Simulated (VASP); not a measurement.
Sn: single point with RPBE

Sn:

```
Sn
1.0
    -2.94014    2.94014    1.59930
     2.94014   -2.94014    1.59930
     2.94014    2.94014   -1.59930
Sn
2
Direct
  0.00000 0.00000 0.00000
  0.75000 0.25000 0.50000
```

| Item | Value |
| --- | --- |
| Program | VASP 6.6.1 |
| Task | single point |
| Functional | RPBE |
| Potentials or basis | VASP PAW PBE potentials, release 64 (Sn_d) |
| Cutoff | 520 eV |
| k mesh | 9 × 9 × 9 |
| Occupations | gaussian, width 0.1 eV |
| Spin | no spin polarisation |

```
Pressure               : 2.8 GPa
Band gap on the k mesh : zero (band 14 reaches 9.10 eV, above the bottom of band 15 at 5.12 eV)
```

Stress tensor (GPa, compression positive):
```
2.94 0.00 0.00
0.00 2.94 0.00
0.00 0.00 2.52
```

Levels at points of the mesh, in eV from the Fermi level:
```tsv
k point	band 11	band 12	band 13	band 14	band 15	band 16	band 17	band 18
(0.00, 0.00, 0.00)	-11.00	-3.67	-1.96	-1.96	2.94	6.13	6.13	6.75
```

Run time: 72 s on 1 thread of Intel(R) Xeon(R) Platinum 8259CL CPU @ 2.50GHz (Skylake/Cascade Lake) (shared host), peak memory 0.24 GiB.

Caveat: the PAW data sets were made with another functional, which shifts forces and pressure a little; spin-orbit coupling is left out, which moves the levels of the heavy elements.
